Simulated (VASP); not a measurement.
# ZnBi3 (P-4m2) in VASP: single point with PBEsol

Aim: the single point of ZnBi3 with PBEsol.

Everything below comes from runs of VASP 6.6.1. Logs are shortened: lines on timing, memory, paths and dates and some standing lists are left out, and cuts for length are marked.

### Step 1. The cell of the first run

Symmetry: P-4m2, No. 115, tetragonal system. Conventional cell: a = 4.833 Å, b = 4.833 Å, c = 4.979 Å, α = 90.00°, β = 90.00°, γ = 90.00°. Within 4.4 Å of Zn (site symmetry -4m2) lie 12 Bi at 3.32 to 3.63 Å. Bi (site symmetry 2mm) has 4 Zn at 3.32 to 3.63 Å and 8 Bi at 3.32 to 3.63 Å within 4.4 Å. Within 4.4 Å of Bi (site symmetry -4m2) lie 8 Bi at 3.32 to 3.63 Å and 4 Zn at 3.42 Å.

### Step 2. Single point, PBEsol (strained and its atoms moved)

The input, INCAR:

```
PREC     = Accurate       # precision mode
ENCUT    = 520            # plane-wave cutoff, eV
EDIFF    = 1E-6           # SCF threshold, eV
ISMEAR   = 0              # smearing method
SIGMA    = 0.1            # smearing width, eV
LREAL    = False          # projectors in reciprocal space
LASPH    = True           # aspherical terms in the spheres
NELM     = 100            # most SCF steps
ALGO     = Fast           # electronic algorithm
ISIF     = 2              # what is computed and relaxed
LWAVE    = False          # write WAVECAR
LCHARG   = False          # write CHGCAR
GGA      = PS             # functional
NBANDS   = 36             # bands
```

The input, KPOINTS:

```
Automatic mesh
0
Gamma
  8 8 8
```

The input, POSCAR:

```
ZnBi3
1.0
    4.8329603970      0.0000000000      0.0000000000
    0.0000000000      4.8329603970      0.0000000000
    0.0000000000      0.0000000000      4.9791553170
Zn Bi
1 3
Direct
    0.0000000000      0.0000000000      0.0000000000
    0.0000000000      0.5000000000      0.5435306578
    0.5000000000      0.0000000000      0.4564693422
    0.5000000000      0.5000000000      0.0000000000
```

Potentials or basis: VASP PAW PBE potentials, release 64 (Zn, Bi_d).

Started as:

```console
cat potpaw_PBE.64/Zn/POTCAR potpaw_PBE.64/Bi_d/POTCAR > POTCAR
mpirun -np 1 vasp_std > vasp.out
```

OUTCAR:

```text
PREC = Accurate
   ENCUT = 520
   EDIFF = 1E-6
   ISMEAR = 0
   LREAL = False
   LASPH = True
   NELM = 100
   ISIF = 2
   GGA = PS

 ion  position               nearest neighbor table
   1  0.000  0.000  0.000-   2 3.32   3 3.32   2 3.32   3 3.32   4 3.42   4 3.42   4 3.42   4 3.42

   2  0.000  0.500  0.544-   1 3.32   4 3.32   1 3.32   4 3.32   3 3.44   3 3.44   3 3.44   3 3.44
                             4 3.63   4 3.63
   3  0.500  0.000  0.456-   1 3.32   4 3.32   4 3.32   1 3.32   2 3.44   2 3.44   2 3.44   2 3.44
                             4 3.63   4 3.63
   4  0.500  0.500  0.000-   2 3.32   3 3.32   3 3.32   2 3.32   1 3.42   1 3.42   1 3.42   1 3.42
                             2 3.63   2 3.63   3 3.63   3 3.63

  LATTYP: Found a simple tetragonal cell.
 ALAT       =     4.8329603970
 C/A-ratio  =     1.0302495589

  Lattice vectors:

 A1 = (   4.8329603970,   0.0000000000,   0.0000000000)
 A2 = (   0.0000000000,   4.8329603970,   0.0000000000)
 A3 = (   0.0000000000,   0.0000000000,   4.9791553170)

Analysis of symmetry for initial positions (statically):
=====================================================================
 Subroutine PRICEL returns:
 Original cell was already a primitive cell.

 Routine SETGRP: Setting up the symmetry group for a
 simple tetragonal supercell.

 Subroutine GETGRP returns: Found  8 space group operations
 (whereof  8 operations were pure point group operations)
 out of a pool of 16 trial point group operations.

The static configuration has the point symmetry D_2d.

Analysis of symmetry for dynamics (positions and initial velocities):
=====================================================================
 Subroutine PRICEL returns:
 Original cell was already a primitive cell.

 Routine SETGRP: Setting up the symmetry group for a
 simple tetragonal supercell.

 Subroutine GETGRP returns: Found  8 space group operations
 (whereof  8 operations were pure point group operations)
 out of a pool of 16 trial point group operations.

The dynamic configuration has the point symmetry D_2d.

 Subroutine INISYM returns: Found  8 space group operations
 (whereof  8 operations are pure point group operations),
 and found     1 'primitive' translations

----------------------------------------------------------------------------------------

                                     Primitive cell

  volume of cell :     116.3007

  direct lattice vectors                    reciprocal lattice vectors
     4.832960397  0.000000000  0.000000000     0.206912517  0.000000000  0.000000000
     0.000000000  4.832960397  0.000000000     0.000000000  0.206912517  0.000000000
     0.000000000  0.000000000  4.979155317     0.000000000  0.000000000  0.200837278

  length of vectors
     4.832960397  4.832960397  4.979155317     0.206912517  0.206912517  0.200837278

  position of ions in fractional coordinates (direct lattice)
     0.000000000  0.000000000  0.000000000
     0.000000000  0.500000000  0.543530658
     0.500000000  0.000000000  0.456469342
     0.500000000  0.500000000  0.000000000

  ion indices of the primitive-cell ions
   primitive index   ion index
                 1           1
                 2           2
                 3           3
                 4           4

----------------------------------------------------------------------------------------

 KPOINTS: Automatic mesh

Automatic generation of k-mesh.
 Grid dimensions read from file:
 generate k-points for:    8    8    8

 Generating k-lattice:

  Cartesian coordinates                     Fractional coordinates (reciprocal lattice)
     0.025864065  0.000000000  0.000000000     0.125000000  0.000000000  0.000000000
     0.000000000  0.025864065  0.000000000     0.000000000  0.125000000  0.000000000
     0.000000000  0.000000000  0.025104660     0.000000000  0.000000000  0.125000000

  Length of vectors
     0.025864065  0.025864065  0.025104660

  Shift w.r.t. Gamma in fractional coordinates (k-lattice)
     0.000000000  0.000000000  0.000000000

 Subroutine IBZKPT returns following result:
 ===========================================

 Found     75 irreducible k-points:

 Following reciprocal coordinates:
            Coordinates               Weight
  0.000000  0.000000  0.000000      1.000000
  0.125000  0.000000  0.000000      4.000000
  0.250000  0.000000  0.000000      4.000000
  0.375000  0.000000  0.000000      4.000000
  0.500000  0.000000  0.000000      2.000000
  0.125000  0.125000  0.000000      4.000000
[... 16 lines left out ...]
  0.375000  0.125000  0.125000     16.000000
  0.500000  0.125000  0.125000      8.000000
 [... further k-points ...]
   k-points           NKPTS =     75   k-points in BZ     NKDIM =     75   number of bands    NBANDS=     36
   number of dos      NEDOS =    301   number of ions     NIONS =      4
   total plane-waves  NPLWV =  51840
   dimension x,y,z NGX =    36 NGY =   36 NGZ =   40
   dimension x,y,z NGXF=    72 NGYF=   72 NGZF=   80
   ions per type =               1   3
   NGX,Y,Z   is equivalent  to a cutoff of  12.38, 12.38, 13.36 a.u.
   NGXF,Y,Z  is equivalent  to a cutoff of  24.77, 24.77, 26.71 a.u.
 SYSTEM =  unknown system
   PREC   = accura    normal or accurate (medium, high low for compatibility)
   ISTART =      0    job   : 0-new  1-cont  2-samecut
   ICHARG =      2    charge: 1-file 2-atom 10-const
   ISPIN  =      1    spin polarized calculation?
   LNONCOLLINEAR =      F non collinear calculations
   LSORBIT =      F    spin-orbit coupling
   LASPH  =      T    aspherical Exc in radial PAW
   ENCUT  =  520.0 eV  38.22 Ry    6.18 a.u.   8.99  8.99  9.26*2*pi/ulx,y,z
   NELM   =    100;   NELMIN=  2; NELMDL= -5     # of ELM steps
   EDIFF  = 0.1E-05   stopping-criterion for ELM
   LREAL  =      F    real-space projection
   EDIFFG = 0.1E-04   stopping-criterion for IOM
   NSW    =      0    number of steps for IOM
   IBRION =     -1    ionic relax: 0-MD 1-quasi-New 2-CG
   NFREE  =      0    steps in history (QN), initial steepest desc. (CG)
   ISIF   =      2    stress and relaxation
   ISYM   =      2    0-nonsym 1-usesym 2-fastsym
   POTIM  = 0.5000    time-step for ionic-motion
   TEBEG  =    0.0;   TEEND  =   0.0 temperature during run
   PSTRESS=    0.0 pullay stress
   NELECT =      57.0000    total number of electrons
   NUPDOWN=      -1.0000    fix difference up-down
   EMIN   =  10.00;   EMAX   =-10.00  energy-range for DOS
   EFERMI =   0.00;   METHOD = LEGACY
   ISMEAR =     0;   SIGMA  =   0.10  broadening in eV -4-tet -1-fermi 0-gaus
   EFERMI_NEDOS =   21; number of points for ismear=-14 and -15
   IALGO  =     68    algorithm
   IMIX   =      4    mixing-type and parameters
     AMIX     =   0.40;   BMIX     =  1.00
     AMIX_MAG =   1.60;   BMIX_MAG =  1.00
  volume/ion in A,a.u.               =      29.08       196.21
  Fermi-wavevector in a.u.,A,eV,Ry     =   1.290741  2.439147 22.667470  1.666012
  Thomas-Fermi vector in A             =   2.422554
   LORBIT       =      0    0 simple, 1 ext, 2 COOP (PROOUT), +10 PAW based schemes
   GGA     = PS    functional components
   LHFCALC =     F    Hartree Fock is set to
   AEXX    =    0.0000 exact exchange contribution
   IVDW    =     0    specifies the selected vdW correction
   LEPSILON=     F    determine dielectric tensor
   LRPA    =     F    only Hartree local field effects (RPA)
 non-spin polarized calculation
 RMM-DIIS sequential band-by-band and
 Gauss-broadening in eV      SIGMA  =   0.10
  energy-cutoff  :      520.00
  volume of cell :      116.30
 maximum number of plane-waves:      3160
 NGX is ok and might be reduce to    36
   NGX = 17   NGY = 17   NGZ = 19

 number of electron      57.0000051 magnetization

 Free energy of the ion-electron system (eV)
  ---------------------------------------------------
  ext. energy  EPLUGINS =         0.00000000
  ---------------------------------------------------
  free energy    TOTEN  =       -13.72357594 eV

  energy without entropy =      -13.71260622  energy(sigma->0) =      -13.71809108

 E-fermi :   6.3270     XC(G=0): -10.2781

 val. band max:        6.2998652595   @ k =   0.5000   0.0000   0.1250
 cond. band min:       6.3379881302   @ k =   0.5000   0.1250   0.0000
 fundamental gap:      0.0381228707
 Fermi energy:         6.3269818609

 k-point     1 :       0.0000    0.0000    0.0000
  band No.  band energies     occupation
      1     -16.6505      2.00000
      2     -16.6505      2.00000
      3     -16.6351      2.00000
      4     -16.6135      2.00000
      5     -16.5689      2.00000
      6     -16.5496      2.00000
[... 28 lines left out ...]
     35      11.3382      0.00000
     36      11.8378      0.00000

 k-point     2 :       0.1250    0.0000    0.0000
  band No.  band energies     occupation
      1     -16.6521      2.00000
      2     -16.6430      2.00000
      3     -16.6241      2.00000
      4     -16.6072      2.00000
      5     -16.5671      2.00000
      6     -16.5467      2.00000
[... 28 lines left out ...]
     35      11.9067      0.00000
     36      12.1694      0.00000

 k-point     3 :       0.2500    0.0000    0.0000
  band No.  band energies     occupation
      1     -16.6519      2.00000
      2     -16.6215      2.00000
      3     -16.5978      2.00000
      4     -16.5903      2.00000
      5     -16.5630      2.00000
      6     -16.5384      2.00000
[... 28 lines left out ...]
     35      11.9677      0.00000
     36      12.0266      0.00000
[... 742 lines left out ...]
 k-point    23 :       0.3750    0.1250    0.1250
  band No.  band energies     occupation
      1     -16.6360      2.00000
      2     -16.5930      2.00000
      3     -16.5727      2.00000
      4     -16.5616      2.00000
      5     -16.5486      2.00000
      6     -16.5263      2.00000
[... 28 lines left out ...]
     35      11.6063      0.00000
     36      11.7907      0.00000

 k-point    24 :       0.5000    0.1250    0.1250
  band No.  band energies     occupation
      1     -16.6350      2.00000
      2     -16.5743      2.00000
      3     -16.5593      2.00000
      4     -16.5553      2.00000
      5     -16.5494      2.00000
      6     -16.5248      2.00000
[... 28 lines left out ...]
     35      10.6951      0.00000
     36      11.3886      0.00000

 [... further k-points ...]
[... 5 lines left out ...]
  --------------------------------------------------------------------------------------
  -------------------------------------------------------------------------------------
  Total       -1.7458195     -1.7458195     -1.8819650      0.0000000      0.0000000      0.0000000
  in kB      -24.0507034    -24.0507034    -25.9262670      0.0000000      0.0000000      0.0000000
  external PRESSURE =     -24.6758913 kB  Pullay stress =       0.0000000 kB

 VOLUME and BASIS-vectors are now :
 -----------------------------------------------------------------------------
  energy-cutoff  :      520.00
  volume of cell :      116.30
      direct lattice vectors                 reciprocal lattice vectors
     4.832960397  0.000000000  0.000000000     0.206912517  0.000000000  0.000000000
     0.000000000  4.832960397  0.000000000     0.000000000  0.206912517  0.000000000
     0.000000000  0.000000000  4.979155317     0.000000000  0.000000000  0.200837278

 POSITION                                       TOTAL-FORCE (eV/Angst)
 -----------------------------------------------------------------------------------
      0.00000      0.00000      0.00000         0.000000      0.000000      0.000000
      0.00000      2.41648      2.70632         0.000000      0.000000      0.209104
      2.41648      0.00000      2.27283         0.000000     -0.000000     -0.209104
      2.41648      2.41648      0.00000         0.000000      0.000000      0.000000
 -----------------------------------------------------------------------------------
    total drift:                                0.000000      0.000000      0.000000

  FREE ENERGIE OF THE ION-ELECTRON SYSTEM (eV)
  ---------------------------------------------------
  free  energy   TOTEN  =       -13.7235759382 eV

  energy  without entropy=      -13.7126062195  energy(sigma->0) =      -13.71809108
```

Run time: 8.8 min. Hardware: 1 thread of Intel Xeon 8259CL, shared host; peak memory 0.4 GiB.

Results:

```
Free energy            : -13.7236 eV
Pressure               : -2.5 GPa
Largest force          : 0.209 eV/Å
Band gap on the k mesh : zero (an odd number of electrons rules out a gap without spin polarisation)
```

Forces on the atoms (eV/Å):
```
Zn   0.000  0.000  0.000
Bi   0.000  0.000  0.209
Bi   0.000  0.000 -0.209
Bi   0.000  0.000  0.000
```

Stress tensor (GPa, compression positive):
```
-2.41  0.00  0.00
 0.00 -2.41  0.00
 0.00  0.00 -2.59
```

Caveat: the cell differs from its parent crystal (strained and its atoms moved); the PAW data sets were made with another functional, which shifts forces and pressure a little; spin-orbit coupling is left out, which moves the levels of the heavy elements.
